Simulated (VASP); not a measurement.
# Ge (Fd-3m) in VASP: a series of runs, part 2 of 2

VASP 6.6.1.

## Step 4: Vibrations by perturbation theory, PBE

INCAR reads:

```
PREC     = Accurate       # precision mode
ENCUT    = 520            # plane-wave cutoff, eV
EDIFF    = 1E-8           # SCF threshold, eV
ISMEAR   = -1             # smearing method
SIGMA    = 0.1            # smearing width, eV
LREAL    = False          # projectors in reciprocal space
LASPH    = True           # aspherical terms in the spheres
NELM     = 100            # most SCF steps
ALGO     = Normal         # electronic algorithm
ISIF     = 2              # what is computed and relaxed
LWAVE    = False          # write WAVECAR
LCHARG   = False          # write CHGCAR
GGA      = PE             # functional
NBANDS   = 21             # bands
IBRION   = 8              # ionic algorithm
NSW      = 1              # ionic steps
```

KPOINTS reads:

```
Automatic mesh
0
Gamma
  7 7 7
```

POSCAR reads:

```
Ge
1.0
    0.0000000000      2.8374270000      2.8374270000
    2.8374270000      0.0000000000      2.8374270000
    2.8374270000      2.8374270000      0.0000000000
Ge
2
Direct
    0.5000000000      0.5000000000      0.5000000000
    0.7500000000      0.7500000000      0.7500000000
```

Potentials or basis: VASP PAW PBE potentials, release 64 (Ge_d).

Command:

```console
$ cat potpaw_PBE.64/Ge_d/POTCAR > POTCAR
$ mpirun -np 1 vasp_std > vasp.out
```

OUTCAR:

```text
PREC = Accurate
   ENCUT = 520
   EDIFF = 1E-8
   ISMEAR = -1
   LREAL = False
   LASPH = True
   NELM = 100
   ISIF = 2
   GGA = PE
   IBRION = 8
   NSW = 1

 ion  position               nearest neighbor table
   1  0.500  0.500  0.500-   2 2.46   2 2.46   2 2.46   2 2.46
   2  0.750  0.750  0.750-   1 2.46   1 2.46   1 2.46   1 2.46

  LATTYP: Found a face centered cubic cell.
 ALAT       =     5.6748540000

  Lattice vectors:

 A1 = (   0.0000000000,   2.8374270000,   2.8374270000)
 A2 = (   2.8374270000,   0.0000000000,   2.8374270000)
 A3 = (   2.8374270000,   2.8374270000,   0.0000000000)

Analysis of symmetry for initial positions (statically):
[... 6 lines left out ...]

 Subroutine GETGRP returns: Found 48 space group operations
 (whereof 24 operations were pure point group operations)
 out of a pool of 48 trial point group operations.

The static configuration has the point symmetry T_d .
 The point group associated with its full space group is O_h .

Analysis of symmetry for dynamics (positions and initial velocities):
[... 6 lines left out ...]

 Subroutine GETGRP returns: Found 48 space group operations
 (whereof 24 operations were pure point group operations)
 out of a pool of 48 trial point group operations.

The dynamic configuration has the point symmetry T_d .
 The point group associated with its full space group is O_h .

 Subroutine INISYM returns: Found 48 space group operations
 (whereof 24 operations are pure point group operations),
 and found     1 'primitive' translations

----------------------------------------------------------------------------------------

                                     Primitive cell

  volume of cell :      45.6882

  direct lattice vectors                    reciprocal lattice vectors
     0.000000000  2.837427000  2.837427000    -0.176215987  0.176215987  0.176215987
     2.837427000  0.000000000  2.837427000     0.176215987 -0.176215987  0.176215987
     2.837427000  2.837427000  0.000000000     0.176215987  0.176215987 -0.176215987

  length of vectors
     4.012727746  4.012727746  4.012727746     0.305215043  0.305215043  0.305215043

  position of ions in fractional coordinates (direct lattice)
     0.500000000  0.500000000  0.500000000
     0.750000000  0.750000000  0.750000000

  ion indices of the primitive-cell ions
   primitive index   ion index
                 1           1
                 2           2

----------------------------------------------------------------------------------------

 KPOINTS: Automatic mesh

Automatic generation of k-mesh.
 Grid dimensions read from file:
 generate k-points for:    7    7    7

 Generating k-lattice:

  Cartesian coordinates                     Fractional coordinates (reciprocal lattice)
[... 96 lines left out ...]

 Free energy of the ion-electron system (eV)
  ---------------------------------------------------
  ext. energy  EPLUGINS =         0.00000000
  ---------------------------------------------------
  free energy    TOTEN  =        -8.99892753 eV

  energy without entropy =       -8.99427677  energy(sigma->0) =       -8.99660215

 E-fermi :   4.9172     XC(G=0):  -9.8794

 val. band max:        4.9080872508   @ k =   0.0000   0.0000   0.0000
 cond. band min:       5.1072829047   @ k =   0.4286   0.0000   0.0000
 fundamental gap:      0.1991956540
 Fermi energy:         4.9171591399

 k-point     1 :       0.0000    0.0000    0.0000
  band No.  band energies     occupation
      1     -19.8930      2.00000
      2     -19.8930      2.00000
      3     -19.8930      2.00000
      4     -19.8576      2.00000
      5     -19.8576      2.00000
      6     -19.6518      2.00000
[... 469 lines left out ...]
     20      15.6155      0.00000
     21      17.8962      0.00000

------------------------ aborting loop because EDIFF is reached ----------------------------------------

  FORCE on cell =-STRESS in cart. coord.  units (eV):
  Direction    XX          YY          ZZ          XY          YZ          ZX
  --------------------------------------------------------------------------------------
  -------------------------------------------------------------------------------------
  Total        0.8456334      0.8456334      0.8456334      0.0000000      0.0000000     -0.0000000
  in kB       29.6543653     29.6543653     29.6543653      0.0000000      0.0000000     -0.0000000
  external PRESSURE =      29.6543653 kB  Pullay stress =       0.0000000 kB

 VOLUME and BASIS-vectors are now :
 -----------------------------------------------------------------------------
  energy-cutoff  :      520.00
  volume of cell :       45.69
      direct lattice vectors                 reciprocal lattice vectors
     0.000000000  2.837427000  2.837427000    -0.176215987  0.176215987  0.176215987
     2.837427000  0.000000000  2.837427000     0.176215987 -0.176215987  0.176215987
     2.837427000  2.837427000  0.000000000     0.176215987  0.176215987 -0.176215987

 POSITION                                       TOTAL-FORCE (eV/Angst)
 -----------------------------------------------------------------------------------
      2.83743      2.83743      2.83743        -0.000000     -0.000000     -0.000000
      4.25614      4.25614      4.25614         0.000000      0.000000      0.000000
 -----------------------------------------------------------------------------------
    total drift:                                0.000000     -0.000000     -0.000000

  FREE ENERGIE OF THE ION-ELECTRON SYSTEM (eV)
  ---------------------------------------------------
  free  energy   TOTEN  =        -8.9989275265 eV

  energy  without entropy=       -8.9942767728  energy(sigma->0) =       -8.99660215

[... ionic steps 2 to 3 ...]

--------------------------------------- Ionic step        4  -------------------------------------------

 Free energy of the ion-electron system (eV)
  ---------------------------------------------------
  ---------------------------------------------------
  free energy    TOTEN  =        -0.19354088 eV

  energy without entropy =       -0.19354088

------------------------ aborting loop because EDIFF is reached ----------------------------------------

 INTERNAL STRAIN TENSOR  FOR ION    1  DIRECTION 1   (eV/Angst):
 -----------------------------------------------------------------------------
    -0.01188  0.00000  0.00000
     0.00000  0.00690  8.80523
     0.00000  8.80523  0.00690

 INTERNAL STRAIN TENSOR FOR ION    2 for displacements in x,y,z  (eV/Angst):
          X           Y           Z          XY          YZ          ZX
  --------------------------------------------------------------------------------
  x     0.00000     0.00000     0.00000     0.00000    -8.80523     0.00000
  y     0.00000     0.00000     0.00000     0.00000     0.00000    -8.80523
  z     0.00000     0.00000     0.00000    -8.80523     0.00000     0.00000

 SECOND DERIVATIVES (NOT SYMMETRIZED)
 ------------------------------------
               1X          1Y          1Z          2X          2Y          2Z
  1X   -10.703154    0.000000    0.000000   10.703154    0.000000    0.000000
  1Y     0.000000  -10.703154    0.000000    0.000000   10.703154    0.000000
  1Z     0.000000    0.000000  -10.703154    0.000000    0.000000   10.703154
  2X    10.703154    0.000000    0.000000  -10.703154    0.000000    0.000000
  2Y     0.000000   10.703154    0.000000    0.000000  -10.703154    0.000000
  2Z     0.000000    0.000000   10.703154    0.000000    0.000000  -10.703154

 Eigenvectors and eigenvalues of the dynamical matrix
 ----------------------------------------------------

   1 f  =    8.488352 THz    53.333890 2PiTHz  283.140954 cm-1    35.104988 meV
             X         Y         Z           dx          dy          dz
      2.837427  2.837427  2.837427     0.000000   -0.707107    0.000000
      4.256140  4.256140  4.256140     0.000000    0.707107    0.000000
[... 21 lines left out ...]
   6 f  =    0.000000 THz     0.000000 2PiTHz    0.000000 cm-1     0.000000 meV
             X         Y         Z           dx          dy          dz
      2.837427  2.837427  2.837427     0.000000    0.000000    0.707107
      4.256140  4.256140  4.256140     0.000000    0.000000    0.707107

--------------------------------------------------------------------------------------------------------

 ELASTIC MODULI CONTR FROM IONIC RELAXATION (kBar)
 Direction    XX          YY          ZZ          XY          YZ          ZX
 --------------------------------------------------------------------------------
 XX           0.0000      0.0000      0.0000      0.0000      0.0000      0.0000
 YY           0.0000      0.0000      0.0000      0.0000      0.0000      0.0000
 ZZ           0.0000      0.0000      0.0000      0.0000      0.0000      0.0000
 XY           0.0000      0.0000      0.0000   -254.0246      0.0000      0.0000
 YZ           0.0000      0.0000      0.0000      0.0000   -254.0246      0.0000
 ZX           0.0000      0.0000      0.0000      0.0000      0.0000   -254.0246
 --------------------------------------------------------------------------------
```

Wall time 1.8 min (1 thread of Intel Xeon Platinum 8559C (Emerald Rapids), shared host); peak memory 0.26 GiB.

What came out:

```yaml
Highest_phonon_frequency_at_Γ: 283 cm⁻¹
```

Phonon frequencies in cm⁻¹ (negative: imaginary):
```csv
q point,frequencies
"(0.000, 0.000, 0.000)",0 0 0 283 283 283
```

Caveat: the cell wasn't relaxed at this level first, which shifts response properties.

## Step 5: Density of states, PBE

POSCAR is that of step 4.

INCAR.step1 reads:

```
  PREC = Accurate
  ENCUT = 410
  EDIFF = 1E-6
  ISMEAR = -1
  SIGMA = 0.1
  LREAL = F
  LASPH = T
  NELM = 120
  ALGO = Normal
  ISIF = 2
  LWAVE = F
  LCHARG = T
  GGA = PE
  NBANDS = 21
  GGA_COMPAT = F
  NEDOS = 2001
  LORBIT = 11
```

KPOINTS.step1 reads:

```
regular mesh
0
Gamma
  7 7 7
```

INCAR.step2 reads:

```
  PREC = Accurate
  ENCUT = 410
  EDIFF = 1E-6
  ISMEAR = -5
  SIGMA = 0.1
  LREAL = F
  LASPH = T
  NELM = 120
  ALGO = Normal
  ISIF = 2
  LWAVE = F
  LCHARG = F
  GGA = PE
  LORBIT = 10
  NEDOS = 1001
  ICHARG = 11
  GGA_COMPAT = F
```

KPOINTS.step2 reads:

```
regular mesh
0
Gamma
  11 11 11
```

Command:

```console
$ cat potpaw_PBE.64/Ge_d/POTCAR > POTCAR
$ cp INCAR.step1 INCAR
$ cp KPOINTS.step1 KPOINTS
$ mpirun -np 1 vasp_std > vasp.out
$ cp INCAR.step2 INCAR
$ cp KPOINTS.step2 KPOINTS
$ mpirun -np 1 vasp_std > vasp.out
```

Wall time 54 s (1 thread of Intel Xeon 8259CL, shared host); peak memory 0.16 GiB.

It converged, with:

```yaml
Valence_electrons_inside_the_program's_atomic_spheres: Ge 12.41
```

Levels at points of the mesh, in eV from the Fermi level:
```
           k point  band 10  band 11  band 12  band 13  band 14  band 15  band 16  band 17  band 18
(0.00, 0.00, 0.00)   -24.54   -12.70    -0.05     0.00     0.00     0.00     2.55     2.55     2.55
```

Caveat: tetrahedron occupations give inexact forces and stress in metals.
